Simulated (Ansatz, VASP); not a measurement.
# Na: VASP beside Ansatz

The input INCAR:

```
SYSTEM = Na
PREC     = Accurate       ! precision mode
ENCUT    = 500            ! plane-wave cutoff, eV
EDIFF    = 1E-6           ! SCF threshold, eV
ISMEAR   = 1              ! smearing method
SIGMA    = 0.06802846561497 ! smearing width, eV
LREAL    = .FALSE.        ! projectors in reciprocal space
LASPH    = .TRUE.         ! aspherical terms in the spheres
NELM     = 120            ! most SCF steps
ALGO     = Normal         ! electronic algorithm
ISIF     = 2              ! what is computed and relaxed
LWAVE    = .FALSE.        ! write WAVECAR
LCHARG   = .FALSE.        ! write CHGCAR
GGA      = PE             ! functional
NBANDS   = 18             ! bands
GGA_COMPAT= .FALSE.
```

KPOINTS

```
regular mesh
0
G
  4 4 2
  0 0 0
```

File POSCAR:

```
Na
1.0
    3.3490989524     -1.9450901661      0.0000000000
    3.3490989524      1.9450901661      0.0000000000
   -2.2781504716      0.0000000000      9.8114567270
Na
3
Direct
    0.0000000000      0.0000000000      0.0000000000
    0.2224150000      0.2224150000      0.6666760000
    0.7775850000      0.7775850000      0.3333240000
```

Input for Ansatz:

```yaml
crystal:
  lattice:
    - [3.3490989524, -1.9450901661, 0.0]
    - [3.3490989524, 1.9450901661, 0.0]
    - [-2.2781504716, 0.0, 9.811456727]
  atoms:
    - { symbol: Na, position: [0.0, 0.0, 0.0] }
    - { symbol: Na, position: [0.222415, 0.222415, 0.666676] }
    - { symbol: Na, position: [0.777585, 0.777585, 0.333324] }
basis:
  ecutwfc: 420
kpoints:
  mp_grid: { grid: [4, 4, 2] }
hamiltonian:
  xc: pbe
scf:
  occupations: { method: methfessel_paxton, width: "0.005 Ry" }
output:
  forces: true
  stress: true
  eigenvalues: true
```

Alike in both runs: task single point; functional PBE; k mesh 4 × 4 × 2; no spin polarisation.

|  | VASP | Ansatz |
| --- | --- | --- |
| version | VASP 6.6.1 | Ansatz 0.2.0 |
| potentials or method | VASP PAW PBE potentials, release 64 (Na_pv), cutoff 500 eV | scalar-relativistic, plane waves, PAW |
| occupations | methfessel-paxton of order 1, width 0.0680285 eV | methfessel-paxton of order 1 |
| valence electrons in the cell | 21 | 27 |

```csv
,VASP,Ansatz,Ansatz less VASP
gap on the k mesh at the Fermi level (eV),none,none,-
pressure (GPa),-0.8,-0.8,0.00
"traceless stress, the component that is largest in VASP (GPa)",0.61,0.61,0.000
```

A gap of «none» marks a metal or a gap that the smearing closes. VASP's potentials hold 21 valence electrons a cell and Ansatz's 27, so a difference there can come from the potentials and not from the codes.

The k mesh is coarse, so the values compare programs but aren't converged.
